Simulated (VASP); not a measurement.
# KCl in VASP: notebook

Runs on KCl. Level: PBEsol. Tasks: electric field gradients.

All numbers are computed with VASP 6.6.1; they aren't measurements. Logs are shortened: lines on timing, memory, paths and dates and some standing lists are left out, and cuts for length are marked.

## (1) The cell of the first run

The structure is tetragonal, space group P4/mmm (No. 123). The conventional cell has a = 3.707 Å, b = 3.707 Å, c = 3.634 Å, α = 90.00°, β = 90.00°, γ = 90.00°. K (site symmetry 4/mmm) has 8 Cl at 3.19 Å and 6 K at 3.63 to 3.71 Å within 4.2 Å. Within 4.2 Å of Cl (site symmetry 4/mmm) lie 8 K at 3.19 Å and 6 Cl at 3.63 to 3.71 Å.

## (2) Electric field gradients, PBEsol (equal xx and yy strain of +2 %)

File INCAR:

```
SYSTEM = KCl
ALGO     = Normal         ! electronic algorithm
EDIFF    = 1E-8           ! SCF threshold, eV
ENCUT    = 520            ! plane-wave cutoff, eV
GGA      = PS             ! functional
ISIF     = 2              ! what is computed and relaxed
ISMEAR   = -1             ! smearing method
LASPH    = .True.         ! aspherical terms in the spheres
LCHARG   = .False.        ! write CHGCAR
LEFG     = .True.       
LREAL    = .False.        ! projectors in reciprocal space
LWAVE    = .False.        ! write WAVECAR
NBANDS   = 15             ! bands
NELM     = 80             ! most SCF steps
PREC     = Accurate       ! precision mode
SIGMA    = 0.02           ! smearing width, eV
```

File KPOINTS:

```
k-points
0
Gamma
  7 7 7
  0 0 0
```

File POSCAR:

```
KCl
1.0
    3.7066800000      0.0000000000      0.0000000000
    0.0000000000      3.7066800000      0.0000000000
    0.0000000000      0.0000000000      3.6340000000
K Cl
1 1
Direct
    0.0000000000      0.0000000000      0.0000000000
    0.5000000000      0.5000000000      0.5000000000
```

Potentials or basis: VASP PAW PBE potentials, release 64 (K_sv, Cl).

The run is started by

```
$ cat potpaw_PBE.64/K_sv/POTCAR potpaw_PBE.64/Cl/POTCAR > POTCAR
$ mpirun -np 1 vasp_std > vasp.out
```

OUTCAR:

```text
SYSTEM = KCl
   EDIFF = 1E-8
   ENCUT = 520
   GGA = PS
   ISIF = 2
   ISMEAR = -1
   LASPH = .True.
   LREAL = .False.
   NELM = 80
   PREC = Accurate

 ion  position               nearest neighbor table
   1  0.000  0.000  0.000-   2 3.19   2 3.19   2 3.19   2 3.19   2 3.19   2 3.19   2 3.19   2 3.19

   2  0.500  0.500  0.500-   1 3.19   1 3.19   1 3.19   1 3.19   1 3.19   1 3.19   1 3.19   1 3.19

  LATTYP: Found a simple tetragonal cell.
 ALAT       =     3.7066800000
 C/A-ratio  =     0.9803921569

  Lattice vectors:

 A1 = (   3.7066800000,   0.0000000000,   0.0000000000)
 A2 = (   0.0000000000,   3.7066800000,   0.0000000000)
 A3 = (   0.0000000000,   0.0000000000,   3.6340000000)

Analysis of symmetry for initial positions (statically):
=====================================================================
 Subroutine PRICEL returns:
 Original cell was already a primitive cell.

 Routine SETGRP: Setting up the symmetry group for a
 simple tetragonal supercell.

 Subroutine GETGRP returns: Found 16 space group operations
 (whereof 16 operations were pure point group operations)
 out of a pool of 16 trial point group operations.

The static configuration has the point symmetry D_4h.

Analysis of symmetry for dynamics (positions and initial velocities):
=====================================================================
 Subroutine PRICEL returns:
 Original cell was already a primitive cell.

 Routine SETGRP: Setting up the symmetry group for a
 simple tetragonal supercell.

 Subroutine GETGRP returns: Found 16 space group operations
 (whereof 16 operations were pure point group operations)
 out of a pool of 16 trial point group operations.

The dynamic configuration has the point symmetry D_4h.

 Subroutine INISYM returns: Found 16 space group operations
 (whereof 16 operations are pure point group operations),
 and found     1 'primitive' translations

----------------------------------------------------------------------------------------

                                     Primitive cell

  volume of cell :      49.9293

  direct lattice vectors                    reciprocal lattice vectors
     3.706680000  0.000000000  0.000000000     0.269783202  0.000000000  0.000000000
     0.000000000  3.706680000  0.000000000     0.000000000  0.269783202  0.000000000
     0.000000000  0.000000000  3.634000000     0.000000000  0.000000000  0.275178866

  length of vectors
     3.706680000  3.706680000  3.634000000     0.269783202  0.269783202  0.275178866

  position of ions in fractional coordinates (direct lattice)
     0.000000000  0.000000000  0.000000000
     0.500000000  0.500000000  0.500000000

  ion indices of the primitive-cell ions
   primitive index   ion index
                 1           1
                 2           2

----------------------------------------------------------------------------------------

 KPOINTS: k-points

Automatic generation of k-mesh.
 Grid dimensions read from file:
 generate k-points for:    7    7    7

 Generating k-lattice:

  Cartesian coordinates                     Fractional coordinates (reciprocal lattice)
     0.038540457  0.000000000  0.000000000     0.142857143  0.000000000  0.000000000
     0.000000000  0.038540457  0.000000000     0.000000000  0.142857143  0.000000000
     0.000000000  0.000000000  0.039311267     0.000000000  0.000000000  0.142857143

  Length of vectors
     0.038540457  0.038540457  0.039311267

  Shift w.r.t. Gamma in fractional coordinates (k-lattice)
     0.000000000  0.000000000  0.000000000

 Subroutine IBZKPT returns following result:
 ===========================================

 Found     40 irreducible k-points:

 Following reciprocal coordinates:
            Coordinates               Weight
  0.000000  0.000000  0.000000      1.000000
  0.142857  0.000000  0.000000      4.000000
  0.285714  0.000000  0.000000      4.000000
  0.428571  0.000000  0.000000      4.000000
  0.142857  0.142857  0.000000      4.000000
  0.285714  0.142857  0.000000      8.000000
[... 16 lines left out ...]
  0.285714  0.000000  0.285714      8.000000
  0.428571  0.000000  0.285714      8.000000
 [... further k-points ...]
   k-points           NKPTS =     40   k-points in BZ     NKDIM =     40   number of bands    NBANDS=     15
   number of dos      NEDOS =    301   number of ions     NIONS =      2
   total plane-waves  NPLWV =  21952
   dimension x,y,z NGX =    28 NGY =   28 NGZ =   28
   dimension x,y,z NGXF=    56 NGYF=   56 NGZF=   56
   ions per type =               1   1
   NGX,Y,Z   is equivalent  to a cutoff of  12.56, 12.56, 12.81 a.u.
   NGXF,Y,Z  is equivalent  to a cutoff of  25.12, 25.12, 25.62 a.u.
 SYSTEM =  KCl
   PREC   = accura    normal or accurate (medium, high low for compatibility)
   ISTART =      0    job   : 0-new  1-cont  2-samecut
   ICHARG =      2    charge: 1-file 2-atom 10-const
   ISPIN  =      1    spin polarized calculation?
   LNONCOLLINEAR =      F non collinear calculations
   LSORBIT =      F    spin-orbit coupling
   LASPH  =      T    aspherical Exc in radial PAW
   ENCUT  =  520.0 eV  38.22 Ry    6.18 a.u.   6.89  6.89  6.76*2*pi/ulx,y,z
   NELM   =     80;   NELMIN=  2; NELMDL= -5     # of ELM steps
   EDIFF  = 0.1E-07   stopping-criterion for ELM
   LREAL  =      F    real-space projection
   EDIFFG = 0.1E-06   stopping-criterion for IOM
   NSW    =      0    number of steps for IOM
   IBRION =     -1    ionic relax: 0-MD 1-quasi-New 2-CG
   NFREE  =      0    steps in history (QN), initial steepest desc. (CG)
   ISIF   =      2    stress and relaxation
   ISYM   =      2    0-nonsym 1-usesym 2-fastsym
   POTIM  = 0.5000    time-step for ionic-motion
   TEBEG  =    0.0;   TEEND  =   0.0 temperature during run
   PSTRESS=    0.0 pullay stress
   NELECT =      16.0000    total number of electrons
   NUPDOWN=      -1.0000    fix difference up-down
   EMIN   =  10.00;   EMAX   =-10.00  energy-range for DOS
   EFERMI =   0.00;   METHOD = LEGACY
   ISMEAR =    -1;   SIGMA  =   0.02  broadening in eV -4-tet -1-fermi 0-gaus
   EFERMI_NEDOS =   21; number of points for ismear=-14 and -15
   IALGO  =     38    algorithm
   IMIX   =      4    mixing-type and parameters
     AMIX     =   0.40;   BMIX     =  1.00
     AMIX_MAG =   1.60;   BMIX_MAG =  1.00
  volume/ion in A,a.u.               =      24.96       168.47
  Fermi-wavevector in a.u.,A,eV,Ry     =   1.120288  2.117038 17.075935  1.255046
  Thomas-Fermi vector in A             =   2.256934
   LORBIT       =      0    0 simple, 1 ext, 2 COOP (PROOUT), +10 PAW based schemes
   GGA     = PS    functional components
   LHFCALC =     F    Hartree Fock is set to
   AEXX    =    0.0000 exact exchange contribution
   IVDW    =     0    specifies the selected vdW correction
   LEPSILON=     F    determine dielectric tensor
   LRPA    =     F    only Hartree local field effects (RPA)
 non-spin polarized calculation
  energy-cutoff  :      520.00
  volume of cell :       49.93
 maximum number of plane-waves:      1357
 NGX is ok and might be reduce to    28
   NGX = 13   NGY = 13   NGZ = 13

 number of electron      15.9999995 magnetization

 Free energy of the ion-electron system (eV)
  ---------------------------------------------------
  ext. energy  EPLUGINS =         0.00000000
  ---------------------------------------------------
  free energy    TOTEN  =        -6.90424917 eV

  energy without entropy =       -6.90424917  energy(sigma->0) =       -6.90424917

 E-fermi :   0.2188     XC(G=0):  -8.8427

 val. band max:       -0.1991460474   @ k =   0.4286   0.4286   0.0000
 cond. band min:       4.9174251652   @ k =   0.0000   0.0000   0.0000
 fundamental gap:      5.1165712126
 Fermi energy:         0.2187708626

 k-point     1 :       0.0000    0.0000    0.0000
  band No.  band energies     occupation
      1     -27.9425      2.00000
      2     -13.0508      2.00000
      3     -11.3705      2.00000
      4     -11.3705      2.00000
      5     -11.3518      2.00000
      6      -0.5121      2.00000
      7      -0.5121      2.00000
      8      -0.3889      2.00000
      9       4.9174      0.00000
     10       5.9967      0.00000
     11       6.0979      0.00000
     12      10.5929      0.00000
     13      10.7563      0.00000
     14      10.7563      0.00000
     15      13.7021      0.00000

 k-point     2 :       0.1429    0.0000    0.0000
  band No.  band energies     occupation
      1     -27.9365      2.00000
      2     -13.0906      2.00000
      3     -11.3612      2.00000
      4     -11.3431      2.00000
      5     -11.3398      2.00000
      6      -0.9655      2.00000
      7      -0.5236      2.00000
      8      -0.3970      2.00000
      9       5.4375      0.00000
     10       6.2555      0.00000
     11       6.5228      0.00000
     12      10.5365      0.00000
     13      10.6852      0.00000
     14      10.8656      0.00000
     15      12.8974      0.00000

 k-point     3 :       0.2857    0.0000    0.0000
  band No.  band energies     occupation
      1     -27.9231      2.00000
      2     -13.1829      2.00000
      3     -11.3403      2.00000
      4     -11.3236      2.00000
      5     -11.2613      2.00000
      6      -1.7847      2.00000
      7      -0.5507      2.00000
      8      -0.4162      2.00000
      9       6.5218      0.00000
     10       6.7946      0.00000
     11       7.6762      0.00000
     12      10.5073      0.00000
     13      10.6157      0.00000
     14      11.1439      0.00000
     15      11.3235      0.00000
[... 343 lines left out ...]
 k-point    23 :       0.2857    0.0000    0.2857
  band No.  band energies     occupation
      1     -27.9007      2.00000
      2     -13.0345      2.00000
      3     -11.5771      2.00000
      4     -11.3113      2.00000
      5     -11.2872      2.00000
      6      -1.6327      2.00000
      7      -1.2842      2.00000
      8      -0.4502      2.00000
      9       6.8754      0.00000
     10       7.2090      0.00000
     11       8.8640      0.00000
     12       9.2945      0.00000
     13      10.1401      0.00000
     14      10.3326      0.00000
     15      12.1143      0.00000

 k-point    24 :       0.4286    0.0000    0.2857
  band No.  band energies     occupation
      1     -27.8906      2.00000
      2     -12.9706      2.00000
      3     -11.5876      2.00000
      4     -11.4011      2.00000
      5     -11.2974      2.00000
      6      -1.8944      2.00000
      7      -1.2779      2.00000
      8      -0.4036      2.00000
      9       6.6829      0.00000
     10       7.3737      0.00000
     11       9.1552      0.00000
     12       9.5484      0.00000
     13       9.5504      0.00000
     14      10.7414      0.00000
     15      12.3543      0.00000

 [... further k-points ...]

------------------------ aborting loop because EDIFF is reached ----------------------------------------

  FORCE on cell =-STRESS in cart. coord.  units (eV):
  Direction    XX          YY          ZZ          XY          YZ          ZX
  --------------------------------------------------------------------------------------
  -------------------------------------------------------------------------------------
  Total        0.2652736      0.2652736      0.5655050      0.0000000     -0.0000000     -0.0000000
  in kB        8.5123521      8.5123521     18.1464597      0.0000000     -0.0000000     -0.0000000
  external PRESSURE =      11.7237213 kB  Pullay stress =       0.0000000 kB

 VOLUME and BASIS-vectors are now :
 -----------------------------------------------------------------------------
  energy-cutoff  :      520.00
  volume of cell :       49.93
      direct lattice vectors                 reciprocal lattice vectors
     3.706680000  0.000000000  0.000000000     0.269783202  0.000000000  0.000000000
     0.000000000  3.706680000  0.000000000     0.000000000  0.269783202  0.000000000
     0.000000000  0.000000000  3.634000000     0.000000000  0.000000000  0.275178866

 POSITION                                       TOTAL-FORCE (eV/Angst)
 -----------------------------------------------------------------------------------
      0.00000      0.00000      0.00000         0.000000      0.000000      0.000000
      1.85334      1.85334      1.81700         0.000000      0.000000      0.000000
 -----------------------------------------------------------------------------------
    total drift:                               -0.000000      0.000000      0.000000

  FREE ENERGIE OF THE ION-ELECTRON SYSTEM (eV)
  ---------------------------------------------------
  free  energy   TOTEN  =        -6.9042491739 eV

  energy  without entropy=       -6.9042491739  energy(sigma->0) =       -6.90424917

 Electric field gradients (V/A^2)
---------------------------------------------------------------------
 ion       V_xx      V_yy      V_zz      V_xy      V_xz      V_yz
---------------------------------------------------------------------
   1      -1.277    -1.277     2.555     0.000     0.000    -0.000
   2       2.532     2.532    -5.063     0.000    -0.000     0.000
---------------------------------------------------------------------

 Electric field gradients after diagonalization (V/A^2)
 (convention: |V_zz| > |V_xx| > |V_yy|)
----------------------------------------------------------------------
 ion       V_xx      V_yy      V_zz     asymmetry (V_yy - V_xx)/ V_zz
----------------------------------------------------------------------
   1      -1.277    -1.277     2.555       0.000
   2       2.532     2.532    -5.063       0.000
----------------------------------------------------------------------

           NMR quadrupolar parameters

 Cq : quadrupolar parameter    Cq=e*Q*V_zz/h
 eta: asymmetry parameters     (V_yy - V_xx)/ V_zz
 Q  : nuclear electric quadrupole moment in mb (millibarn)
----------------------------------------------------------------------
 ion       Cq(MHz)       eta       Q (mb)
----------------------------------------------------------------------
   1       0.006       0.000       1.000
   2      -0.012       0.000       1.000
----------------------------------------------------------------------
```

Wall time 16 s (1 thread of Intel Xeon Platinum 8488C (Sapphire Rapids), shared host); peak memory 0.16 GiB.

What came out:

- Free energy: -6.9042 eV
- Pressure: 1.2 GPa
- Band gap on the k mesh: 5.12 eV, indirect (least direct gap 5.31 eV)

Levels at points of the mesh, in eV from the valence-band top:
```
           k point  band 4  band 5  band 6  band 7  band 8  band 9  band 10  band 11  band 12  band 13
(0.00, 0.00, 0.00)  -11.17  -11.15   -0.31   -0.31   -0.19    5.12     6.20     6.30    10.79    10.96
```

Electric field gradients, principal values (V/Å²):
| atom | least | middle | greatest (by size) |
| --- | --- | --- | --- |
| 1 K | -1.277 | -1.277 | 2.555 |
| 2 Cl | 2.532 | 2.532 | -5.063 |

Caveat: the cell differs from its parent crystal (equal xx and yy strain of +2 %); without QUAD_EFG the Cq values of the log hold for a quadrupole moment of 1 mb, not for the nuclei; the PAW data sets were made with another functional, which shifts forces and pressure a little. A k mesh can miss the band edges.

(Part 1 of 2 ends here.)
